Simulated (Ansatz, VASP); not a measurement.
## KI: VASP beside Ansatz

```
CELL_PARAMETERS angstrom
0.00000 3.48895 3.48895
3.48895 0.00000 3.48895
3.48895 3.48895 0.00000
ATOMIC_POSITIONS crystal
K 0.00000 0.00000 0.00000
I 0.50000 0.50000 0.50000
```

Change from the starting cell: volume scaled by 0.97.

Alike in both runs: task single point; functional PBE; k mesh 8 × 8 × 8; occupations fermi-dirac, width 0.01 eV; no spin polarisation.

|  | VASP | Ansatz |
| --- | --- | --- |
| version | VASP 6.6.1 | Ansatz 0.2.0 |
| potentials or method | VASP PAW PBE potentials, release 64 (K_sv, I), cutoff 520 eV | all-electron LAPW, scalar-relativistic |

|  | VASP | Ansatz | Ansatz less VASP |
| --- | --- | --- | --- |
| gap on the k mesh at the Fermi level (eV) | 4.05 | 4.06 | +0.004 |
| pressure (GPa) | 1.2 | 1.1 | -0.04 |

Ansatz ran all-electron here, and VASP with PAW potentials.

Neither program's run includes spin-orbit coupling.
